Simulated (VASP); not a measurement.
# PbO (P6_3/mmc) in VASP: notebook

Aim: see how the results for PbO move with the level of theory and the settings. Levels: PBE, r2SCAN. Tasks: single point.

Program: VASP 6.6.1. These are calculated values, not measurements. Logs are shortened: lines on timing, memory, paths and dates and some standing lists are left out, and cuts for length are marked.

## (1) The cell of the first run

The structure is hexagonal, space group P6_3/mmc (No. 194). The conventional cell has a = 3.647 Å, b = 3.647 Å, c = 6.572 Å, α = 90.00°, β = 90.00°, γ = 120.00°. Within 3.5 Å of Pb (site symmetry -3m) lie 6 O at 2.67 Å and 2 Pb at 3.29 Å. Within 3.5 Å of O (site symmetry -6m2) lie 6 Pb at 2.67 Å.

## (2) Single point, PBE (volume changed by +3%)

Input file INCAR:

```
SYSTEM = PbO
PREC     = Accurate       ! precision mode
ENCUT    = 520            ! plane-wave cutoff, eV
EDIFF    = 1E-6           ! SCF threshold, eV
ISMEAR   = -1             ! smearing method
SIGMA    = 0.02           ! smearing width, eV
LREAL    = .FALSE.        ! projectors in reciprocal space
LASPH    = .TRUE.         ! aspherical terms in the spheres
NELM     = 80             ! most SCF steps
ALGO     = Normal         ! electronic algorithm
ISIF     = 2              ! what is computed and relaxed
LWAVE    = .FALSE.        ! write WAVECAR
LCHARG   = .FALSE.        ! write CHGCAR
GGA      = PE             ! functional
NBANDS   = 28             ! bands
```

Input file KPOINTS:

```
Automatic mesh
0
G
  6 6 4
  0 0 0
```

Input file POSCAR:

```
PbO
1.0
    3.6472223885      0.0000000000      0.0000000000
   -1.8236111942      3.1585872417      0.0000000000
    0.0000000000      0.0000000000      6.5723142582
Pb O
2 2
Direct
    0.0000000000      0.0000000000      0.0000000000
    0.0000000000      0.0000000000      0.5000000000
    0.3333333333      0.6666666667      0.2500000000
    0.6666666667      0.3333333333      0.7500000000
```

Potentials or basis: VASP PAW PBE potentials, release 64 (Pb_d, O).

On the command line:

```
$ cat potpaw_PBE.64/Pb_d/POTCAR potpaw_PBE.64/O/POTCAR > POTCAR
$ mpirun -np 1 vasp_std > vasp.out
```

OUTCAR:

```text
SYSTEM = PbO
   PREC = Accurate
   ENCUT = 520
   EDIFF = 1E-6
   ISMEAR = -1
   LREAL = .FALSE.
   LASPH = .TRUE.
   NELM = 80
   ISIF = 2
   GGA = PE

 ion  position               nearest neighbor table
   1  0.000  0.000  0.000-   3 2.67   4 2.67   3 2.67   4 2.67   4 2.67   3 2.67   2 3.29   2 3.29

   2  0.000  0.000  0.500-   3 2.67   4 2.67   3 2.67   4 2.67   4 2.67   3 2.67   1 3.29   1 3.29

   3  0.333  0.667  0.250-   1 2.67   2 2.67   1 2.67   2 2.67   1 2.67   2 2.67
   4  0.667  0.333  0.750-   1 2.67   2 2.67   1 2.67   2 2.67   1 2.67   2 2.67

  LATTYP: Found a hexagonal cell.
 ALAT       =     3.6472223885
 C/A-ratio  =     1.8020053504

  Lattice vectors:

 A1 = (   3.6472223885,   0.0000000000,   0.0000000000)
 A2 = (  -1.8236111942,   3.1585872417,   0.0000000000)
 A3 = (   0.0000000000,   0.0000000000,   6.5723142582)

Analysis of symmetry for initial positions (statically):
=====================================================================
 Subroutine PRICEL returns:
 Original cell was already a primitive cell.

 Routine SETGRP: Setting up the symmetry group for a
 hexagonal supercell.

 Subroutine GETGRP returns: Found 24 space group operations
 (whereof 12 operations were pure point group operations)
 out of a pool of 24 trial point group operations.

The static configuration has the point symmetry D_3d.
 The point group associated with its full space group is D_6h.

Analysis of symmetry for dynamics (positions and initial velocities):
=====================================================================
 Subroutine PRICEL returns:
 Original cell was already a primitive cell.

 Routine SETGRP: Setting up the symmetry group for a
 hexagonal supercell.

 Subroutine GETGRP returns: Found 24 space group operations
 (whereof 12 operations were pure point group operations)
 out of a pool of 24 trial point group operations.

The dynamic configuration has the point symmetry D_3d.
 The point group associated with its full space group is D_6h.

 Subroutine INISYM returns: Found 24 space group operations
 (whereof 12 operations are pure point group operations),
 and found     1 'primitive' translations

----------------------------------------------------------------------------------------

                                     Primitive cell

[... 86 lines left out ...]
   LSORBIT =      F    spin-orbit coupling
   LASPH  =      T    aspherical Exc in radial PAW
   ENCUT  =  520.0 eV  38.22 Ry    6.18 a.u.   6.78  6.78 12.22*2*pi/ulx,y,z
   NELM   =     80;   NELMIN=  2; NELMDL= -5     # of ELM steps
   EDIFF  = 0.1E-05   stopping-criterion for ELM
   LREAL  =      F    real-space projection
   EDIFFG = 0.1E-04   stopping-criterion for IOM
   NSW    =      0    number of steps for IOM
   IBRION =     -1    ionic relax: 0-MD 1-quasi-New 2-CG
   NFREE  =      0    steps in history (QN), initial steepest desc. (CG)
   ISIF   =      2    stress and relaxation
   ISYM   =      2    0-nonsym 1-usesym 2-fastsym
   POTIM  = 0.5000    time-step for ionic-motion
   TEBEG  =    0.0;   TEEND  =   0.0 temperature during run
   PSTRESS=    0.0 pullay stress
   NELECT =      40.0000    total number of electrons
   NUPDOWN=      -1.0000    fix difference up-down
   EMIN   =  10.00;   EMAX   =-10.00  energy-range for DOS
   EFERMI =   0.00;   METHOD = LEGACY
   ISMEAR =    -1;   SIGMA  =   0.02  broadening in eV -4-tet -1-fermi 0-gaus
   EFERMI_NEDOS =   21; number of points for ismear=-14 and -15
   IALGO  =     38    algorithm
   IMIX   =      4    mixing-type and parameters
     AMIX     =   0.40;   BMIX     =  1.00
     AMIX_MAG =   1.60;   BMIX_MAG =  1.00
  volume/ion in A,a.u.               =      18.93       127.74
  Fermi-wavevector in a.u.,A,eV,Ry     =   1.323438  2.500936 23.830452  1.751489
  Thomas-Fermi vector in A             =   2.453046
   LORBIT       =      0    0 simple, 1 ext, 2 COOP (PROOUT), +10 PAW based schemes
   GGA     = PE    functional components
   LHFCALC =     F    Hartree Fock is set to
   AEXX    =    0.0000 exact exchange contribution
   IVDW    =     0    specifies the selected vdW correction
   LEPSILON=     F    determine dielectric tensor
   LRPA    =     F    only Hartree local field effects (RPA)
 non-spin polarized calculation
  energy-cutoff  :      520.00
  volume of cell :       75.71
 maximum number of plane-waves:      2056
 NGX is ok and might be reduce to    28
   NGX = 13   NGY = 13   NGZ = 25

 number of electron      40.0000004 magnetization

 Free energy of the ion-electron system (eV)
  ---------------------------------------------------
  ext. energy  EPLUGINS =         0.00000000
  ---------------------------------------------------
  free energy    TOTEN  =       -20.40499186 eV

  energy without entropy =      -20.40408896  energy(sigma->0) =      -20.40454041

 E-fermi :   5.8816     XC(G=0): -10.3038

 val. band max:        5.7069986009   @ k =   0.0000   0.0000   0.0000
 cond. band min:       5.8827119609   @ k =   0.5000  -0.0000   0.0000
 fundamental gap:      0.1757133600
 Fermi energy:         5.8815570441

 k-point     1 :       0.0000    0.0000    0.0000
  band No.  band energies     occupation
      1     -11.4820      2.00000
      2     -10.9644      2.00000
      3     -10.9400      2.00000
      4     -10.7458      2.00000
      5     -10.7458      2.00000
      6     -10.7166      2.00000
[... 640 lines left out ...]
     27      16.7196      0.00000
     28      16.7196      0.00000

------------------------ aborting loop because EDIFF is reached ----------------------------------------

  FORCE on cell =-STRESS in cart. coord.  units (eV):
  Direction    XX          YY          ZZ          XY          YZ          ZX
  --------------------------------------------------------------------------------------
  -------------------------------------------------------------------------------------
  Total       -1.0651384     -1.0651384     -1.3603138     -0.0000000      0.0000000      0.0000000
  in kB      -22.5394423    -22.5394423    -28.7856627     -0.0000000      0.0000000      0.0000000
  external PRESSURE =     -24.6215158 kB  Pullay stress =       0.0000000 kB

 VOLUME and BASIS-vectors are now :
 -----------------------------------------------------------------------------
  energy-cutoff  :      520.00
  volume of cell :       75.71
      direct lattice vectors                 reciprocal lattice vectors
     3.647222388  0.000000000  0.000000000     0.274181252  0.158298620  0.000000000
    -1.823611194  3.158587242  0.000000000     0.000000000  0.316597239  0.000000000
     0.000000000  0.000000000  6.572314258     0.000000000  0.000000000  0.152153406

 POSITION                                       TOTAL-FORCE (eV/Angst)
 -----------------------------------------------------------------------------------
      0.00000      0.00000      0.00000         0.000000     -0.000000      0.000000
      0.00000      0.00000      3.28616         0.000000     -0.000000      0.000000
     -0.00000      2.10572      1.64308        -0.000000     -0.000000      0.000000
      1.82361      1.05286      4.92924        -0.000000      0.000000     -0.000000
 -----------------------------------------------------------------------------------
    total drift:                                0.000000     -0.000000      0.000000

  FREE ENERGIE OF THE ION-ELECTRON SYSTEM (eV)
  ---------------------------------------------------
  free  energy   TOTEN  =       -20.4049918613 eV

  energy  without entropy=      -20.4040889592  energy(sigma->0) =      -20.40454041
```

Wall time 32 s (1 thread of Intel Xeon 6975P-C (Granite Rapids), shared host); peak memory 0.19 GiB.

What came out:

```
Free energy            : -20.4050 eV
Pressure               : -2.5 GPa
Band gap on the k mesh : zero (band 20 reaches 5.90 eV, above the bottom of band 21 at 5.88 eV)
```

Levels at points of the mesh, in eV from the Fermi level:
```tsv
k point	band 17	band 18	band 19	band 20	band 21	band 22	band 23	band 24
(0.00, 0.00, 0.00)	-2.04	-1.69	-1.69	-0.17	0.34	5.95	5.95	7.32
(0.50, 0.00, 0.00)	-2.87	-1.79	-1.52	-0.55	0.00	2.99	3.63	4.69
(0.00, 0.00, 0.50)	-1.86	-1.86	-1.76	-1.76	3.41	3.41	6.49	6.49
(0.50, 0.00, 0.50)	-2.37	-2.37	-2.10	-2.10	2.31	2.31	4.56	4.56
```

Caveat: spin-orbit coupling is left out, which moves the levels of the heavy elements.

## (3) Single point, PBE (volume changed by +6%)

Input file INCAR:

```
PREC = Accurate
ENCUT = 520
EDIFF = 1E-6
ISMEAR = -1
SIGMA = 0.02
LREAL = F
LASPH = T
NELM = 80
ALGO = Normal
ISIF = 2
LWAVE = F
LCHARG = F
GGA = PE
NBANDS = 28
```

Input file KPOINTS:

```
Automatic mesh
0
Gamma
  6 6 4
```

Input file POSCAR:

```
PbO
1.0
    3.6822939860      0.0000000000      0.0000000000
   -1.8411469930      3.1889601361      0.0000000000
    0.0000000000      0.0000000000      6.6355134646
Pb O
2 2
Direct
    0.0000000000      0.0000000000      0.0000000000
    0.0000000000      0.0000000000      0.5000000000
    0.3333333333      0.6666666667      0.2500000000
    0.6666666667      0.3333333333      0.7500000000
```

Potentials or basis: VASP PAW PBE potentials, release 64 (Pb_d, O).

On the command line:

```
$ cat potpaw_PBE.64/Pb_d/POTCAR potpaw_PBE.64/O/POTCAR > POTCAR
$ mpirun -np 1 vasp_std > vasp.out
```

Wall time 40 s (1 thread of Intel Xeon 6975P-C (Granite Rapids), shared host); peak memory 0.2 GiB.

Results (log left out):

```yaml
Free_energy: -20.3592 eV
Pressure: -4.4 GPa
Band_gap_on_the_k_mesh: 0.03 eV, indirect (least direct gap 0.44 eV)
```

Stress tensor (GPa, compression positive):
```
-4.01  0.00  0.00
 0.00 -4.01  0.00
 0.00  0.00 -5.29
```

Levels at points of the mesh, in eV from the valence-band top:
```csv
k point,band 17,band 18,band 19,band 20,band 21,band 22,band 23,band 24
"(0.00, 0.00, 0.00)",-1.92,-1.59,-1.59,-0.15,0.29,5.83,5.83,7.10
"(0.50, 0.00, 0.00)",-2.73,-1.69,-1.46,-0.54,0.03,2.97,3.57,4.60
"(0.00, 0.00, 0.50)",-1.75,-1.75,-1.69,-1.69,3.34,3.34,6.34,6.34
"(0.50, 0.00, 0.50)",-2.25,-2.25,-2.04,-2.04,2.27,2.27,4.48,4.48
```

Caveat: spin-orbit coupling is left out, which moves the levels of the heavy elements.

[end of part 1 of 2]
